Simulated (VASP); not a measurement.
# Cs2AgBiBr6 (Fm-3m) in VASP: further runs, part 2 of 2

VASP 6.6.1. The steps go on from the part before.

### Step 4. Single point, PBEsol+U

INCAR

```
PREC = Accurate
ENCUT = 630
EDIFF = 1E-6
ISMEAR = -1
SIGMA = 0.05
LREAL = F
LASPH = T
NELM = 200
ALGO = Normal
ISIF = 2
LWAVE = F
LCHARG = F
LMAXMIX = 4
LDAU = T
LDAUTYPE = 2
LDAUL = -1 -1 2 -1
LDAUU = 0 0 8 0
LDAUJ = 0 0 0 0
LDAUPRINT = 1
GGA = PS
NBANDS = 58
GGA_COMPAT = F
```

KPOINTS

```
regular mesh
0
Gamma
  4 4 4
```

POSCAR

```
Cs2AgBiBr6
1.0
    0.0000000000      5.6161000000      5.6161000000
    5.6161000000      0.0000000000      5.6161000000
    5.6161000000      5.6161000000      0.0000000000
Bi Cs Ag Br
1 2 1 6
Direct
    0.0000000000      0.0000000000      0.0000000000
    0.7500000000      0.7500000000      0.7500000000
    0.2500000000      0.2500000000      0.2500000000
    0.5000000000      0.5000000000      0.5000000000
    0.7494500000      0.7494500000      0.2505500000
    0.2505500000      0.2505500000      0.7494500000
    0.7494500000      0.2505500000      0.2505500000
    0.7494500000      0.2505500000      0.7494500000
    0.2505500000      0.7494500000      0.7494500000
    0.2505500000      0.7494500000      0.2505500000
```

Potentials or basis: VASP PAW PBE potentials, release 64 (Bi_d, Cs_sv, Ag_sv_GW, Br).

On the command line:

```
> cat potpaw_PBE.64/Bi_d/POTCAR potpaw_PBE.64/Cs_sv/POTCAR potpaw_PBE.64/Ag_sv_GW/POTCAR potpaw_PBE.64/Br/POTCAR > POTCAR
> mpirun -np 1 vasp_std > vasp.out
```

OUTCAR:

```text
PREC = Accurate
   ENCUT = 630
   EDIFF = 1E-6
   ISMEAR = -1
   LREAL = F
   LASPH = T
   NELM = 200
   ISIF = 2
   GGA = PS

 ion  position               nearest neighbor table
   1  0.000  0.000  0.000-   5 2.81   6 2.81   7 2.81   8 2.81   9 2.81  10 2.81
   2  0.750  0.750  0.750-
   3  0.250  0.250  0.250-
   4  0.500  0.500  0.500-
   5  0.749  0.749  0.251-   1 2.81
   6  0.251  0.251  0.749-   1 2.81
   7  0.749  0.251  0.251-   1 2.81
   8  0.749  0.251  0.749-   1 2.81
   9  0.251  0.749  0.749-   1 2.81
  10  0.251  0.749  0.251-   1 2.81

  LATTYP: Found a face centered cubic cell.
 ALAT       =    11.2322000000

  Lattice vectors:

 A1 = (   0.0000000000,   5.6161000000,   5.6161000000)
 A2 = (   5.6161000000,   0.0000000000,   5.6161000000)
 A3 = (   5.6161000000,   5.6161000000,   0.0000000000)

Analysis of symmetry for initial positions (statically):
=====================================================================
 Subroutine PRICEL returns:
 Original cell was already a primitive cell.

 Routine SETGRP: Setting up the symmetry group for a
 face centered cubic supercell.

 Subroutine GETGRP returns: Found 48 space group operations
 (whereof 48 operations were pure point group operations)
 out of a pool of 48 trial point group operations.

The static configuration has the point symmetry O_h .

Analysis of symmetry for dynamics (positions and initial velocities):
=====================================================================
 Subroutine PRICEL returns:
 Original cell was already a primitive cell.

 Routine SETGRP: Setting up the symmetry group for a
 face centered cubic supercell.

 Subroutine GETGRP returns: Found 48 space group operations
 (whereof 48 operations were pure point group operations)
 out of a pool of 48 trial point group operations.

The dynamic configuration has the point symmetry O_h .

 Subroutine INISYM returns: Found 48 space group operations
 (whereof 48 operations are pure point group operations),
 and found     1 'primitive' translations

----------------------------------------------------------------------------------------

                                     Primitive cell

  volume of cell :     354.2701

  direct lattice vectors                    reciprocal lattice vectors
     0.000000000  5.616100000  5.616100000    -0.089029754  0.089029754  0.089029754
     5.616100000  0.000000000  5.616100000     0.089029754 -0.089029754  0.089029754
     5.616100000  5.616100000  0.000000000     0.089029754  0.089029754 -0.089029754

  length of vectors
     7.942364788  7.942364788  7.942364788     0.154204057  0.154204057  0.154204057

  position of ions in fractional coordinates (direct lattice)
[... 101 lines left out ...]
  Thomas-Fermi vector in A             =   2.187041
   LORBIT       =      0    0 simple, 1 ext, 2 COOP (PROOUT), +10 PAW based schemes
 LDA+U is selected, type is set to LDAUTYPE =  2
   angular momentum for each species LDAUL =    -1   -1    2   -1
   U (eV)           for each species LDAUU =   0.0  0.0  8.0  0.0
   J (eV)           for each species LDAUJ =   0.0  0.0  0.0  0.0
   GGA     = PS    functional components
   LHFCALC =     F    Hartree Fock is set to
   AEXX    =    0.0000 exact exchange contribution
   IVDW    =     0    specifies the selected vdW correction
   LEPSILON=     F    determine dielectric tensor
   LRPA    =     F    only Hartree local field effects (RPA)
 non-spin polarized calculation
  energy-cutoff  :      630.00
  volume of cell :      354.27
 maximum number of plane-waves:     12743
 NGX is ok and might be reduce to    70
   NGX = 33   NGY = 33   NGZ = 33

atom =   4  type =  3  l = 2

 onsite density matrix

spin component  1

  0.8824  0.0000  0.0000 -0.0000 -0.0000
  0.0000  0.8824  0.0000 -0.0000  0.0000
  0.0000  0.0000  0.8856  0.0000 -0.0000
 -0.0000 -0.0000  0.0000  0.8824 -0.0000
 -0.0000  0.0000 -0.0000 -0.0000  0.8856

spin component  2

  0.8824  0.0000  0.0000 -0.0000 -0.0000
  0.0000  0.8824  0.0000 -0.0000  0.0000
  0.0000  0.0000  0.8856  0.0000 -0.0000
 -0.0000 -0.0000  0.0000  0.8824 -0.0000
 -0.0000  0.0000 -0.0000 -0.0000  0.8856

 occupancies and eigenvectors

  o =  0.8824  v =  1.0000  0.0000  0.0000  0.0000  0.0000  0.0000  0.0000  0.0000  0.0000  0.0000      0.0000  0.0000  0.0000  0.0000  0.0000  0.0000  0.0000  0.0000  0.0000  0.0000
  o =  0.8824  v =  0.0000  0.0000  0.0000  0.0000  0.0000  1.0000  0.0000  0.0000  0.0000  0.0000      0.0000  0.0000  0.0000  0.0000  0.0000  0.0000  0.0000  0.0000  0.0000  0.0000
  o =  0.8824  v =  0.0000 -0.6172 -0.0000  0.7868 -0.0000  0.0000  0.0000  0.0000  0.0000  0.0000      0.0000  0.0000  0.0000  0.0000  0.0000  0.0000  0.0000  0.0000  0.0000  0.0000
  o =  0.8824  v =  0.0000  0.0000  0.0000  0.0000  0.0000  0.0000 -0.6172 -0.0000  0.7868 -0.0000      0.0000  0.0000  0.0000  0.0000  0.0000  0.0000  0.0000  0.0000  0.0000  0.0000
  o =  0.8824  v =  0.0000  0.7868  0.0000  0.6172 -0.0000  0.0000  0.0000  0.0000  0.0000  0.0000      0.0000  0.0000  0.0000  0.0000  0.0000  0.0000  0.0000  0.0000  0.0000  0.0000
  o =  0.8824  v =  0.0000  0.0000  0.0000  0.0000  0.0000  0.0000  0.7868  0.0000  0.6172 -0.0000      0.0000  0.0000  0.0000  0.0000  0.0000  0.0000  0.0000  0.0000  0.0000  0.0000
  o =  0.8856  v =  0.0000  0.0000  0.0014  0.0000  1.0000  0.0000  0.0000  0.0000  0.0000  0.0000      0.0000  0.0000  0.0000  0.0000  0.0000  0.0000  0.0000  0.0000  0.0000  0.0000
  o =  0.8856  v =  0.0000  0.0000  0.0000  0.0000  0.0000  0.0000  0.0000  0.0014  0.0000  1.0000      0.0000  0.0000  0.0000  0.0000  0.0000  0.0000  0.0000  0.0000  0.0000  0.0000
  o =  0.8856  v =  0.0000  0.0000  0.0000  0.0000  0.0000  0.0000 -0.0000  1.0000  0.0000 -0.0014      0.0000  0.0000  0.0000  0.0000  0.0000  0.0000  0.0000  0.0000  0.0000  0.0000
  o =  0.8856  v =  0.0000 -0.0000  1.0000  0.0000 -0.0014  0.0000  0.0000  0.0000  0.0000  0.0000      0.0000  0.0000  0.0000  0.0000  0.0000  0.0000  0.0000  0.0000  0.0000  0.0000

 number of electron      94.0000003 magnetization

 Free energy of the ion-electron system (eV)
  ---------------------------------------------------
  ext. energy  EPLUGINS =         0.00000000
  ---------------------------------------------------
  free energy    TOTEN  =       -25.33469103 eV

  energy without entropy =      -25.33469101  energy(sigma->0) =      -25.33469102

 E-fermi :   1.7347     XC(G=0):  -8.3668

 val. band max:        0.9331500139   @ k =   0.5000   0.5000   0.0000
 cond. band min:       2.5375105250   @ k =   0.5000   0.0000   0.0000
 fundamental gap:      1.6043605111
 Fermi energy:         1.7346773503

 k-point     1 :       0.0000    0.0000    0.0000
  band No.  band energies     occupation
      1     -87.3675      2.00000
      2     -51.0025      2.00000
      3     -51.0025      2.00000
      4     -51.0025      2.00000
      5     -21.8142      2.00000
      6     -21.8142      2.00000
[... 477 lines left out ...]
     57       7.2742      0.00000
     58       7.5871      0.00000

------------------------ aborting loop because EDIFF is reached ----------------------------------------

  FORCE on cell =-STRESS in cart. coord.  units (eV):
  Direction    XX          YY          ZZ          XY          YZ          ZX
  --------------------------------------------------------------------------------------
  -------------------------------------------------------------------------------------
  Total        0.3758588      0.3758588      0.3758588      0.0000000      0.0000000     -0.0000000
  in kB        1.6998118      1.6998118      1.6998118      0.0000000      0.0000000     -0.0000000
  external PRESSURE =       1.6998118 kB  Pullay stress =       0.0000000 kB

 VOLUME and BASIS-vectors are now :
 -----------------------------------------------------------------------------
  energy-cutoff  :      630.00
  volume of cell :      354.27
      direct lattice vectors                 reciprocal lattice vectors
     0.000000000  5.616100000  5.616100000    -0.089029754  0.089029754  0.089029754
     5.616100000  0.000000000  5.616100000     0.089029754 -0.089029754  0.089029754
     5.616100000  5.616100000  0.000000000     0.089029754  0.089029754 -0.089029754

 POSITION                                       TOTAL-FORCE (eV/Angst)
 -----------------------------------------------------------------------------------
      0.00000      0.00000      0.00000         0.000000      0.000000      0.000000
      8.42415      8.42415      8.42415        -0.000000      0.000000      0.000000
      2.80805      2.80805      2.80805        -0.000000      0.000000      0.000000
      5.61610      5.61610      5.61610         0.000000      0.000000      0.000000
      5.61610      5.61610      8.41797         0.000000      0.000000     -0.195877
      5.61610      5.61610      2.81423         0.000000      0.000000      0.195877
      2.81423      5.61610      5.61610         0.195877      0.000000      0.000000
      5.61610      8.41797      5.61610         0.000000     -0.195877      0.000000
      8.41797      5.61610      5.61610        -0.195877      0.000000      0.000000
      5.61610      2.81423      5.61610         0.000000      0.195877      0.000000
 -----------------------------------------------------------------------------------
    total drift:                                0.000000      0.000000      0.000000

  FREE ENERGIE OF THE ION-ELECTRON SYSTEM (eV)
  ---------------------------------------------------
  free  energy   TOTEN  =       -25.3346910336 eV

  energy  without entropy=      -25.3346910106  energy(sigma->0) =      -25.33469102
```

Run time: 6.7 min. Hardware: 1 thread of Intel Xeon Platinum 8488C (Sapphire Rapids), shared host; peak memory 0.84 GiB.

Results:

| Property | Result |
| --- | --- |
| Free energy | -25.3347 eV |
| Pressure | 0.2 GPa |
| Largest force | 0.196 eV/Å |
| Band gap on the k mesh | 1.60 eV (least direct gap 2.66 eV) |

Forces on the atoms (eV/Å):
```
Bi   0.000  0.000  0.000
Cs   0.000  0.000  0.000
Cs   0.000  0.000  0.000
Ag   0.000  0.000  0.000
Br   0.000  0.000 -0.196
Br   0.000  0.000  0.196
Br   0.196  0.000  0.000
Br   0.000 -0.196  0.000
Br  -0.196  0.000  0.000
Br   0.000  0.196  0.000
```

Eigenvalues of the final occupation matrices:
```
    site  spin  trace               eigenvalues
site 4 d     1   4.42  0.88 0.88 0.88 0.89 0.89
site 4 d     2   4.42  0.88 0.88 0.88 0.89 0.89
```

Caveat: the PAW data sets were made with another functional, which shifts forces and pressure a little; spin-orbit coupling is left out, which moves the levels of the heavy elements.

### Step 5. Single point, LDA+U

INCAR

```
SYSTEM = Cs2AgBiBr6
ALGO = Normal ; EDIFF = 1E-6
ENCUT = 630 ; GGA = CA
GGA_COMPAT = .FALSE. ; ISIF = 2
ISMEAR = -1 ; LASPH = .TRUE.
LCHARG = .TRUE. ; LDAU = .TRUE.
LDAUJ = 0 0 0 0 ; LDAUL = -1 -1 2 -1
LDAUPRINT = 1 ; LDAUTYPE = 2
LDAUU = 0 0 6 0 ; LELF = .TRUE.
LMAXMIX = 4 ; LREAL = .FALSE.
LVHAR = .TRUE. ; LWAVE = .FALSE.
NBANDS = 58 ; NELM = 200
PREC = Accurate ; SIGMA = 0.05
```

KPOINTS

```
k-points
0
G
  4 4 4
  0 0 0
```

POSCAR is that of step 4.

Potentials or basis: VASP PAW LDA potentials, release 64 (Bi_d, Cs_sv, Ag_sv_GW, Br).

On the command line:

```
> cat potpaw_LDA.64/Bi_d/POTCAR potpaw_LDA.64/Cs_sv/POTCAR potpaw_LDA.64/Ag_sv_GW/POTCAR potpaw_LDA.64/Br/POTCAR > POTCAR
> mpirun -np 1 vasp_std > vasp.out
```

OUTCAR:

```text
SYSTEM = Cs2AgBiBr6
   EDIFF = 1E-6
   ENCUT = 630
   GGA = CA
   ISIF = 2
   ISMEAR = -1
   LASPH = .TRUE.
   LREAL = .FALSE.
   NELM = 200
   PREC = Accurate

 ion  position               nearest neighbor table
   1  0.000  0.000  0.000-   5 2.81   6 2.81   7 2.81   8 2.81   9 2.81  10 2.81
   2  0.750  0.750  0.750-
   3  0.250  0.250  0.250-
   4  0.500  0.500  0.500-
   5  0.749  0.749  0.251-   1 2.81
   6  0.251  0.251  0.749-   1 2.81
   7  0.749  0.251  0.251-   1 2.81
[... 725 lines left out ...]
  in kB      -12.8320588    -12.8320588    -12.8320588     -0.0000000      0.0000000      0.0000000
  external PRESSURE =     -12.8320588 kB  Pullay stress =       0.0000000 kB

 VOLUME and BASIS-vectors are now :
 -----------------------------------------------------------------------------
  energy-cutoff  :      630.00
  volume of cell :      354.27
      direct lattice vectors                 reciprocal lattice vectors
     0.000000000  5.616100000  5.616100000    -0.089029754  0.089029754  0.089029754
     5.616100000  0.000000000  5.616100000     0.089029754 -0.089029754  0.089029754
     5.616100000  5.616100000  0.000000000     0.089029754  0.089029754 -0.089029754

 POSITION                                       TOTAL-FORCE (eV/Angst)
 -----------------------------------------------------------------------------------
      0.00000      0.00000      0.00000        -0.000000     -0.000000     -0.000000
      8.42415      8.42415      8.42415        -0.000000     -0.000000     -0.000000
      2.80805      2.80805      2.80805        -0.000000     -0.000000     -0.000000
      5.61610      5.61610      5.61610        -0.000000      0.000000     -0.000000
      5.61610      5.61610      8.41797        -0.000000      0.000000     -0.259406
      5.61610      5.61610      2.81423        -0.000000      0.000000      0.259406
      2.81423      5.61610      5.61610         0.259406      0.000000     -0.000000
      5.61610      8.41797      5.61610        -0.000000     -0.259406     -0.000000
      8.41797      5.61610      5.61610        -0.259406      0.000000     -0.000000
      5.61610      2.81423      5.61610        -0.000000      0.259406     -0.000000
 -----------------------------------------------------------------------------------
    total drift:                                0.000000      0.000000      0.000000

  FREE ENERGIE OF THE ION-ELECTRON SYSTEM (eV)
  ---------------------------------------------------
  free  energy   TOTEN  =       -28.7264819031 eV

  energy  without entropy=      -28.7264817909  energy(sigma->0) =      -28.72648185
```

OSZICAR:

```text
N       E                     dE             d eps       ncg     rms          rms(c)
DAV:   1     0.104071549715E+04    0.10407E+04   -0.46903E+04  1048   0.169E+03
DAV:   2     0.111703272177E+03   -0.92901E+03   -0.87305E+03  1154   0.448E+02
DAV:   3    -0.233710297280E+02   -0.13507E+03   -0.13244E+03  1320   0.184E+02
DAV:   4    -0.306802245565E+02   -0.73092E+01   -0.72580E+01  1368   0.477E+01
DAV:   5    -0.309393166468E+02   -0.25909E+00   -0.25863E+00  1342   0.994E+00    0.849E+00
DAV:   6    -0.289371533880E+02    0.20022E+01   -0.63241E+00  1390   0.256E+01    0.470E+00
DAV:   7    -0.287687702654E+02    0.16838E+00   -0.14066E+00  1232   0.531E+00    0.243E+00
DAV:   8    -0.287314032942E+02    0.37367E-01   -0.14722E-01  1304   0.233E+00    0.879E-01
DAV:   9    -0.287264724830E+02    0.49308E-02   -0.25525E-02  1336   0.984E-01    0.266E-01
DAV:  10    -0.287264819423E+02   -0.94593E-05   -0.20268E-03  1384   0.362E-01    0.120E-01
DAV:  11    -0.287264931061E+02   -0.11164E-04   -0.31789E-04  1496   0.114E-01    0.288E-02
DAV:  12    -0.287264809789E+02    0.12127E-04   -0.87595E-05  1296   0.949E-02    0.946E-03
DAV:  13    -0.287264819031E+02   -0.92419E-06   -0.92662E-06  1264   0.203E-02
   1 F= -.28726482E+02 E0= -.28726482E+02  d E =-.112208E-06
```

Wall time 10 min (1 thread of Intel Xeon Platinum 8259CL at 2.50GHz (Skylake/Cascade Lake), shared host); peak memory 0.66 GiB.

Results:

```
Free energy            : -28.7265 eV
Pressure               : -1.3 GPa
Largest force          : 0.259 eV/Å
Band gap on the k mesh : 1.44 eV (least direct gap 2.57 eV)
```

Forces in eV/Å, atoms in the order of the input:
```
Bi   0.000  0.000  0.000
Cs   0.000  0.000  0.000
Cs   0.000  0.000  0.000
Ag   0.000  0.000  0.000
Br   0.000  0.000 -0.259
Br   0.000  0.000  0.259
Br   0.259  0.000  0.000
Br   0.000 -0.259  0.000
Br  -0.259  0.000  0.000
Br   0.000  0.259  0.000
```

Levels at points of the mesh, in eV from the valence-band top:
```
           k point  band 45  band 46  band 47  band 48  band 49  band 50
(0.00, 0.00, 0.00)    -0.94    -0.80    -0.80     2.44     2.44     2.44
(0.50, 0.00, 0.00)    -1.15    -1.15    -1.14     1.44     3.82     3.82
(0.50, 0.50, 0.00)    -0.96    -0.81     0.00     2.97     2.97     3.35
```

Eigenvalues of the final occupation matrices:
| site | spin | trace | eigenvalues |
| --- | --- | --- | --- |
| site 4 d | 1 | 4.39 | 0.88 0.88 0.88 0.88 0.88 |
| site 4 d | 2 | 4.39 | 0.88 0.88 0.88 0.88 0.88 |

Caveat: spin-orbit coupling is left out, which moves the levels of the heavy elements. A k mesh can miss the band edges.

### Step 6. The runs side by side

```tsv
task	level	potentials or basis	U	cell	cutoff (eV)	gap on the mesh (eV)	pressure (GPa)	largest force (eV/Å)
relaxation of cell and atoms	LDA	VASP PAW LDA potentials, release 64 (Bi_d, Cs_sv, Ag, Br)	-	relaxed	600	0.95	0.0	-
single point	LDA+U	VASP PAW LDA potentials, release 64 (Bi_d, Cs_sv, Ag_sv_GW, Br)	Ag d U = 8.0 eV	as given	630	1.53	-1.2	0.24
single point	PBEsol+U	VASP PAW PBE potentials, release 64 (Bi_d, Cs_sv, Ag_sv_GW, Br)	Ag d U = 8.0 eV	as given	630	1.60	0.2	0.20
single point	LDA+U	VASP PAW LDA potentials, release 64 (Bi_d, Cs_sv, Ag_sv_GW, Br)	Ag d U = 6.0 eV	as given	630	1.44	-1.3	0.26
```

Alike in all rows: no spin polarisation; k mesh 4 × 4 × 4; smearing fermi-dirac 0.05 eV.

Caveats: spin-orbit coupling is left out, which moves the levels of the heavy elements; the PAW data sets were made with another functional, which shifts forces and pressure a little (at least some runs).

Absolute energies hang on the potentials; compare differences alone.
